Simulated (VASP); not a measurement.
# Re (P6_3/mmc) in VASP: a series of runs

The runs below take Re through single point, with r2SCAN.

Program: VASP 6.6.1. These are calculated values, not measurements. Logs are shortened: lines on timing, memory, paths and dates and some standing lists are left out, and cuts for length are marked.

**1. The cell of the first run**

Symmetry: P6_3/mmc, No. 194, hexagonal system. Conventional cell: a = 2.760 Å, b = 2.760 Å, c = 4.457 Å, α = 90.00°, β = 90.00°, γ = 120.00°. Re (site symmetry -6m2) has 12 Re at 2.74 to 2.76 Å within 3.6 Å.

**2. Single point, r2SCAN**

Contents of POSCAR:

```
Re
1.0
    2.7598270443      0.0000000000      0.0000000000
   -1.3799135221      2.3900803304      0.0000000000
    0.0000000000      0.0000000000      4.4572270891
Re
2
Direct
    0.3333333333      0.6666666667      0.2500000000
    0.6666666667      0.3333333333      0.7500000000
```

Contents of INCAR.step1:

```
PREC = Accurate
ENCUT = 520
ISMEAR = -1
SIGMA = 0.1
LREAL = False
LASPH = True
NELM = 60
NBANDS = 14
GGA = PE
ALGO = Normal
EDIFF = 1E-4
LWAVE = True
LCHARG = False
```

Contents of INCAR.step2:

```
PREC = Accurate
ENCUT = 520
EDIFF = 1E-7
ISMEAR = -1
SIGMA = 0.1
LREAL = False
LASPH = True
NELM = 60
ALGO = Normal
ISIF = 2
LWAVE = False
LCHARG = True
METAGGA = R2SCAN
LMIXTAU = True
LELF = True
LVHAR = True
NBANDS = 14
ISTART = 1
```

Contents of KPOINTS:

```
regular mesh
0
Gamma
  8 8 5
```

Potentials or basis: VASP PAW PBE potentials, release 64 (Re).

Run with:

```sh
> cat potpaw_PBE.64/Re/POTCAR > POTCAR
> cp INCAR.step1 INCAR
> mpirun -np 1 vasp_std > vasp.out
> cp INCAR.step2 INCAR
> mpirun -np 1 vasp_std > vasp.out
```

OUTCAR:

```text
PREC = Accurate
   ENCUT = 520
   EDIFF = 1E-7
   ISMEAR = -1
   LREAL = False
   LASPH = True
   NELM = 60
   ISIF = 2
   METAGGA = R2SCAN
   ISTART = 1

 ion  position               nearest neighbor table
   1  0.333  0.667  0.250-   2 2.74   2 2.74   2 2.74   2 2.74   2 2.74   2 2.74
   2  0.667  0.333  0.750-   1 2.74   1 2.74   1 2.74   1 2.74   1 2.74   1 2.74

  LATTYP: Found a hexagonal cell.
 ALAT       =     2.7598270443
 C/A-ratio  =     1.6150385577

  Lattice vectors:

 A1 = (   2.7598270443,   0.0000000000,   0.0000000000)
 A2 = (  -1.3799135221,   2.3900803304,   0.0000000000)
 A3 = (   0.0000000000,   0.0000000000,   4.4572270891)

Analysis of symmetry for initial positions (statically):
=====================================================================
 Subroutine PRICEL returns:
 Original cell was already a primitive cell.

 Routine SETGRP: Setting up the symmetry group for a
 hexagonal supercell.

 Subroutine GETGRP returns: Found 24 space group operations
 (whereof 12 operations were pure point group operations)
 out of a pool of 24 trial point group operations.

The static configuration has the point symmetry D_3d.
 The point group associated with its full space group is D_6h.

Analysis of symmetry for dynamics (positions and initial velocities):
=====================================================================
 Subroutine PRICEL returns:
 Original cell was already a primitive cell.

 Routine SETGRP: Setting up the symmetry group for a
 hexagonal supercell.

 Subroutine GETGRP returns: Found 24 space group operations
 (whereof 12 operations were pure point group operations)
 out of a pool of 24 trial point group operations.

The dynamic configuration has the point symmetry D_3d.
 The point group associated with its full space group is D_6h.

 Subroutine INISYM returns: Found 24 space group operations
 (whereof 12 operations are pure point group operations),
 and found     1 'primitive' translations

----------------------------------------------------------------------------------------

                                     Primitive cell

  volume of cell :      29.4008

  direct lattice vectors                    reciprocal lattice vectors
     2.759827044  0.000000000  0.000000000     0.362341547  0.209197990  0.000000000
    -1.379913522  2.390080330  0.000000000     0.000000000  0.418395979  0.000000000
     0.000000000  0.000000000  4.457227089     0.000000000  0.000000000  0.224354734

  length of vectors
     2.759827044  2.759827044  4.457227089     0.418395979  0.418395979  0.224354734

  position of ions in fractional coordinates (direct lattice)
     0.333333333  0.666666667  0.250000000
     0.666666667  0.333333333  0.750000000

  ion indices of the primitive-cell ions
   primitive index   ion index
                 1           1
                 2           2

----------------------------------------------------------------------------------------

 KPOINTS: regular mesh

Automatic generation of k-mesh.
 Grid dimensions read from file:
 generate k-points for:    8    8    5

 Generating k-lattice:

  Cartesian coordinates                     Fractional coordinates (reciprocal lattice)
     0.045292693  0.026149749  0.000000000     0.125000000  0.000000000  0.000000000
     0.000000000  0.052299497  0.000000000     0.000000000  0.125000000  0.000000000
     0.000000000  0.000000000  0.044870947     0.000000000  0.000000000  0.200000000

  Length of vectors
     0.052299497  0.052299497  0.044870947

  Shift w.r.t. Gamma in fractional coordinates (k-lattice)
     0.000000000  0.000000000  0.000000000

 Subroutine IBZKPT returns following result:
 ===========================================

 Found     30 irreducible k-points:

 Following reciprocal coordinates:
            Coordinates               Weight
  0.000000  0.000000  0.000000      1.000000
  0.125000  0.000000  0.000000      6.000000
  0.250000  0.000000  0.000000      6.000000
  0.375000 -0.000000  0.000000      6.000000
  0.500000  0.000000  0.000000      3.000000
  0.125000  0.125000  0.000000      6.000000
[... 16 lines left out ...]
  0.250000  0.000000  0.400000     12.000000
  0.375000 -0.000000  0.400000     12.000000
 [... further k-points ...]
   k-points           NKPTS =     30   k-points in BZ     NKDIM =     30   number of bands    NBANDS=     14
   number of dos      NEDOS =    301   number of ions     NIONS =      2
   total plane-waves  NPLWV =  20736
   dimension x,y,z NGX =    24 NGY =   24 NGZ =   36
   dimension x,y,z NGXF=    48 NGYF=   48 NGZF=   72
   ions per type =               2
   NGX,Y,Z   is equivalent  to a cutoff of  14.46, 14.46, 13.43 a.u.
   NGXF,Y,Z  is equivalent  to a cutoff of  28.91, 28.91, 26.85 a.u.
 SYSTEM =  unknown system
   PREC   = accura    normal or accurate (medium, high low for compatibility)
   ISTART =      1    job   : 0-new  1-cont  2-samecut
   ICHARG =      0    charge: 1-file 2-atom 10-const
   ISPIN  =      1    spin polarized calculation?
   LNONCOLLINEAR =      F non collinear calculations
   LSORBIT =      F    spin-orbit coupling
   LASPH  =      T    aspherical Exc in radial PAW
   ENCUT  =  520.0 eV  38.22 Ry    6.18 a.u.   5.13  5.13  8.29*2*pi/ulx,y,z
   NELM   =     60;   NELMIN=  2; NELMDL=  0     # of ELM steps
   EDIFF  = 0.1E-06   stopping-criterion for ELM
   LREAL  =      F    real-space projection
   EDIFFG = 0.1E-05   stopping-criterion for IOM
   NSW    =      0    number of steps for IOM
   IBRION =     -1    ionic relax: 0-MD 1-quasi-New 2-CG
   NFREE  =      0    steps in history (QN), initial steepest desc. (CG)
   ISIF   =      2    stress and relaxation
   ISYM   =      2    0-nonsym 1-usesym 2-fastsym
   POTIM  = 0.5000    time-step for ionic-motion
   TEBEG  =    0.0;   TEEND  =   0.0 temperature during run
   PSTRESS=    0.0 pullay stress
   NELECT =      14.0000    total number of electrons
   NUPDOWN=      -1.0000    fix difference up-down
   EMIN   =  10.00;   EMAX   =-10.00  energy-range for DOS
   EFERMI =   0.00;   METHOD = LEGACY
   ISMEAR =    -1;   SIGMA  =   0.10  broadening in eV -4-tet -1-fermi 0-gaus
   EFERMI_NEDOS =   21; number of points for ismear=-14 and -15
   IALGO  =     38    algorithm
   IMIX   =      4    mixing-type and parameters
     AMIX     =   0.40;   BMIX     =  1.00
     AMIX_MAG =   1.60;   BMIX_MAG =  1.00
  volume/ion in A,a.u.               =      14.70        99.20
  Fermi-wavevector in a.u.,A,eV,Ry     =   1.278393  2.415813 22.235856  1.634289
  Thomas-Fermi vector in A             =   2.410938
   LORBIT       =      0    0 simple, 1 ext, 2 COOP (PROOUT), +10 PAW based schemes
   METAGGA = R2SCAN    functional components
   LHFCALC =     F    Hartree Fock is set to
   AEXX    =    0.0000 exact exchange contribution
   IVDW    =     0    specifies the selected vdW correction
   LEPSILON=     F    determine dielectric tensor
   LRPA    =     F    only Hartree local field effects (RPA)
 non-spin polarized calculation
  energy-cutoff  :      520.00
  volume of cell :       29.40
 maximum number of plane-waves:       814
 NGX is ok and might be reduce to    24
   NGX = 11   NGY = 11   NGZ = 17

 number of electron      14.0000000 magnetization

 Free energy of the ion-electron system (eV)
  ---------------------------------------------------
  ext. energy  EPLUGINS =         0.00000000
  ---------------------------------------------------
  free energy    TOTEN  =      -104.92943899 eV

  energy without entropy =     -104.88246095  energy(sigma->0) =     -104.90594997

 E-fermi :   7.6668     XC(G=0): -14.9964

 val. band max:        7.6161955130   @ k =   0.1250   0.1250   0.0000
 cond. band min:       7.6783632412   @ k =   0.1250   0.0000   0.0000
 fundamental gap:      0.0621677282
 Fermi energy:         7.6667642803

 k-point     1 :       0.0000    0.0000    0.0000
  band No.  band energies     occupation
      1      -2.6553      2.00000
      2       0.7575      2.00000
      3       6.0566      2.00000
      4       6.0645      2.00000
      5       6.0645      2.00000
      6       6.9288      1.99875
      7       6.9288      1.99875
      8       7.9177      0.15040
      9       7.9177      0.15040
     10       8.2493      0.00589
     11      11.2211      0.00000
     12      11.2211      0.00000
     13      18.2660      0.00000
     14      22.5143      0.00000

 k-point     2 :       0.1250    0.0000    0.0000
  band No.  band energies     occupation
      1      -2.0011      2.00000
      2       1.3476      2.00000
      3       5.1019      2.00000
      4       6.3708      2.00000
      5       6.4423      1.99999
      6       6.6687      1.99991
      7       6.9277      1.99877
      8       7.4593      1.77678
      9       7.4972      1.68983
     10       7.6784      0.94207
     11      11.5138      0.00000
     12      13.3927      0.00000
     13      18.1900      0.00000
     14      23.8785      0.00000

 k-point     3 :       0.2500    0.0000    0.0000
  band No.  band energies     occupation
      1      -0.3607      2.00000
      2       2.2237      2.00000
      3       4.1781      2.00000
      4       4.5215      2.00000
      5       5.8382      2.00000
      6       6.6123      1.99995
      7       7.0168      1.99700
      8       8.3340      0.00253
      9       8.3603      0.00194
     10       9.0613      0.00000
     11      11.9469      0.00000
     12      16.6268      0.00000
     13      17.7169      0.00000
     14      23.4813      0.00000

 k-point     4 :       0.3750   -0.0000    0.0000
  band No.  band energies     occupation
      1       1.1185      2.00000
      2       1.8199      2.00000
      3       2.7137      2.00000
      4       5.1133      2.00000
      5       5.9499      2.00000
      6       6.4591      1.99999
      7       6.5823      1.99996
      8      10.6147      0.00000
      9      10.8228      0.00000
     10      11.1057      0.00000
     11      12.1823      0.00000
     12      17.4396      0.00000
     13      19.0255      0.00000
     14      19.4726      0.00000

 k-point     5 :       0.5000    0.0000    0.0000
  band No.  band energies     occupation
      1       1.4274      2.00000
      2       1.5869      2.00000
      3       2.2045      2.00000
      4       5.7083      2.00000
      5       5.8209      2.00000
      6       6.2505      2.00000
      7       7.0630      1.99524
      8      11.8088      0.00000
      9      12.2450      0.00000
     10      12.3579      0.00000
     11      13.9747      0.00000
[... 276 lines left out ...]
 k-point    22 :       0.1250    0.0000    0.4000
  band No.  band energies     occupation
      1      -0.3191      2.00000
      2       0.9903      2.00000
      3       4.5094      2.00000
      4       4.9157      2.00000
      5       5.5478      2.00000
      6       6.2603      2.00000
      7       6.2824      2.00000
      8       6.6212      1.99994
      9       9.6111      0.00000
     10       9.8316      0.00000
     11      10.8034      0.00000
     12      11.2644      0.00000
     13      22.9119      0.00000
     14      23.0160      0.00000

 k-point    23 :       0.2500    0.0000    0.4000
  band No.  band energies     occupation
      1       0.8038      2.00000
      2       1.9599      2.00000
      3       3.6126      2.00000
      4       4.4013      2.00000
      5       5.4051      2.00000
      6       6.1868      2.00000
      7       7.1718      1.98592
      8       7.8650      0.24222
      9       9.7380      0.00000
     10      10.1958      0.00000
     11      10.8295      0.00000
     12      12.1333      0.00000
     13      21.9126      0.00000
     14      24.4524      0.00000

 k-point    24 :       0.3750   -0.0000    0.4000
  band No.  band energies     occupation
      1       1.0273      2.00000
      2       1.6797      2.00000
      3       3.3243      2.00000
      4       3.9236      2.00000
      5       6.9062      1.99900
      6       7.3604      1.91075
      7       7.7249      0.71738
      8       8.8879      0.00001
      9      11.0697      0.00000
     10      11.1276      0.00000
     11      11.5046      0.00000
     12      12.8229      0.00000
     13      19.9257      0.00000
     14      21.6587      0.00000

 [... further k-points ...]
[... 5 lines left out ...]
  --------------------------------------------------------------------------------------
  -------------------------------------------------------------------------------------
  Total        0.0266855      0.0266855      0.0083686      0.0000000      0.0000000      0.0000000
  in kB        1.4542100      1.4542100      0.4560440      0.0000000      0.0000000      0.0000000
  external PRESSURE =       1.1214880 kB  Pullay stress =       0.0000000 kB

 VOLUME and BASIS-vectors are now :
 -----------------------------------------------------------------------------
  energy-cutoff  :      520.00
  volume of cell :       29.40
      direct lattice vectors                 reciprocal lattice vectors
     2.759827044  0.000000000  0.000000000     0.362341547  0.209197990  0.000000000
    -1.379913522  2.390080330  0.000000000     0.000000000  0.418395979  0.000000000
     0.000000000  0.000000000  4.457227089     0.000000000  0.000000000  0.224354734

 POSITION                                       TOTAL-FORCE (eV/Angst)
 -----------------------------------------------------------------------------------
     -0.00000      1.59339      1.11431        -0.000000     -0.000000      0.000000
      1.37991      0.79669      3.34292         0.000000      0.000000      0.000000
 -----------------------------------------------------------------------------------
    total drift:                                0.000000     -0.000000     -0.000000

  FREE ENERGIE OF THE ION-ELECTRON SYSTEM (eV)
  ---------------------------------------------------
  free  energy   TOTEN  =      -104.9294389864 eV

  energy  without entropy=     -104.8824609539  energy(sigma->0) =     -104.90594997
```

It took 50 s on 1 thread of Intel Xeon Platinum 8259CL at 2.50GHz (Skylake/Cascade Lake), shared host; peak memory 0.16 GiB.

What came out:

```
Free energy            : -104.9294 eV
Pressure               : 0.1 GPa
Band gap on the k mesh : zero (band 7 reaches 9.09 eV, above the bottom of band 8 at 6.13 eV)
```

Levels at points of the mesh, in eV from the Fermi level:
| k point | band 5 | band 6 | band 7 | band 8 | band 9 | band 10 |
| --- | --- | --- | --- | --- | --- | --- |
| (0.00, 0.00, 0.00) | -1.60 | -0.74 | -0.74 | 0.25 | 0.25 | 0.58 |
| (0.50, 0.00, 0.00) | -1.85 | -1.42 | -0.60 | 4.14 | 4.58 | 4.69 |

Caveat: the PAW data sets were made with another functional, which shifts forces and pressure a little; spin-orbit coupling is left out, which moves the levels of the heavy elements.

**3. Single point, r2SCAN**

POSCAR is that of step 2.

Contents of INCAR.step1:

```
SYSTEM = Re
PREC = Accurate
ENCUT = 520
ISMEAR = -1
SIGMA = 0.1
LREAL = .False.
LASPH = .True.
NELM = 60
NBANDS = 14
GGA = PE
ALGO = Normal
EDIFF = 1E-4
LWAVE = .True.
LCHARG = .False.
```

Contents of INCAR.step2:

```
SYSTEM = Re
PREC = Accurate
ENCUT = 520
EDIFF = 1E-7
ISMEAR = -1
SIGMA = 0.1
LREAL = .False.
LASPH = .True.
NELM = 60
ALGO = Normal
ISIF = 2
LWAVE = .False.
LCHARG = .False.
METAGGA = R2SCAN
LMIXTAU = .True.
NBANDS = 14
ISTART = 1
```

Contents of KPOINTS:

```
Automatic mesh
0
Gamma
  11 11 6
  0 0 0
```

Potentials or basis: VASP PAW PBE potentials, release 64 (Re).

Run with:

```sh
> cat potpaw_PBE.64/Re/POTCAR > POTCAR
> cp INCAR.step1 INCAR
> mpirun -np 1 vasp_std > vasp.out
> cp INCAR.step2 INCAR
> mpirun -np 1 vasp_std > vasp.out
```

It took 1.7 min on 1 thread of Intel Xeon Platinum 8259CL at 2.50GHz (Skylake/Cascade Lake), shared host; peak memory 0.17 GiB.

It converged, with:

```
Free energy            : -104.9235 eV
Pressure               : 0.2 GPa
Band gap on the k mesh : zero (band 7 reaches 9.03 eV, above the bottom of band 8 at 5.93 eV)
```

Stress tensor (GPa, compression positive):
```
-0.06  0.00  0.00
 0.00 -0.06  0.00
 0.00  0.00  0.71
```

Levels at points of the mesh, in eV from the Fermi level:
```tsv
k point	band 3	band 4	band 5	band 6	band 7	band 8	band 9	band 10	band 11	band 12
(0.00, 0.00, 0.00)	-1.65	-1.63	-1.63	-0.77	-0.77	0.22	0.22	0.55	3.52	3.52
(0.00, 0.00, 0.50)	-2.51	-2.51	-1.77	-1.77	-1.77	-1.77	2.66	2.66	2.66	2.66
```

Caveat: the PAW data sets were made with another functional, which shifts forces and pressure a little; spin-orbit coupling is left out, which moves the levels of the heavy elements.
